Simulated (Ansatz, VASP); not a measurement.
# Two plane-wave programs on Mg3H

Contents of INCAR:

```
ALGO = Normal
EDIFF = 1E-7
EDIFFG = -0.01
ENCUT = 600
GGA = PE
IBRION = 2
ISIF = 3
ISMEAR = 0
LASPH = T
LCHARG = F
LREAL = F
LWAVE = F
NELM = 100
NSW = 100
PREC = Accurate
SIGMA = 0.1
```

Contents of KPOINTS:

```
k-points
0
Gamma
  12 12 8
```

File POSCAR:

```
Mg3H
1.0
    5.5545927676      0.0000000000      0.0000000000
   -2.7772963838      4.8104184444      0.0000000000
    0.0000000000      0.0000000000      5.1793321328
Mg H
6 2
Direct
    0.3356565599      0.3356565599      0.2500000000
    0.0000000000      0.3356565599      0.7500000000
    0.6643434401      0.0000000000      0.2500000000
    0.6643434401      0.6643434401      0.7500000000
    0.0000000000      0.6643434401      0.2500000000
    0.3356565599      0.0000000000      0.7500000000
    0.0000000000      0.0000000000      0.0000000000
    0.0000000000      0.0000000000      0.5000000000
```

Input for Ansatz:

```yaml
crystal:
  lattice:
    - [5.5545927676, 0.0, 0.0]
    - [-2.7772963838, 4.8104184444, 0.0]
    - [0.0, 0.0, 5.1793321328]
  atoms:
    - { symbol: Mg, position: [0.3356565599, 0.3356565599, 0.25] }
    - { symbol: Mg, position: [0.0, 0.3356565599, 0.75] }
    - { symbol: Mg, position: [0.6643434401, 0.0, 0.25] }
    - { symbol: Mg, position: [0.6643434401, 0.6643434401, 0.75] }
    - { symbol: Mg, position: [0.0, 0.6643434401, 0.25] }
    - { symbol: Mg, position: [0.3356565599, 0.0, 0.75] }
    - { symbol: H, position: [0.0, 0.0, 0.0] }
    - { symbol: H, position: [0.0, 0.0, 0.5] }
basis:
  ecutwfc: 420
kpoints:
  mp_grid: { grid: [12, 12, 8] }
hamiltonian:
  xc: pbe
scf:
  occupations: { method: gaussian, width: 0.1 }
output:
  forces: true
  stress: true
  eigenvalues: true
relax:
  adjacent_minimum: "off"
  f_tol: 0.01
  max_steps: 80
  cell: { stress_tol: 0.05 }
```

Alike in both runs: task relaxation of cell and atoms; functional PBE; k mesh 12 × 12 × 8; occupations gaussian, width 0.1 eV; no spin polarisation.

|  | VASP | Ansatz |
| --- | --- | --- |
| version | VASP 6.6.1 | Ansatz 0.2.0 |
| potentials or method | VASP PAW PBE potentials, release 64 (Mg, H), cutoff 600 eV | scalar-relativistic, plane waves, PAW |
| valence electrons in the cell | 14 | 62 |

|  | VASP | Ansatz | Ansatz less VASP |
| --- | --- | --- | --- |
| gap on the k mesh at the Fermi level, each at its own relaxed structure (eV) | none | none | - |
| relaxed volume (Å³/atom) | 17.24 | 17.32 | +0.077 |
| relaxed length of the cell vector where the two differ most in proportion (Å) | 5.076 | 5.089 | +0.0124 |

A gap of «none» marks a metal or a gap that the smearing closes. VASP's potentials hold 14 valence electrons a cell and Ansatz's 62, so a difference there can come from the potentials and not from the codes.
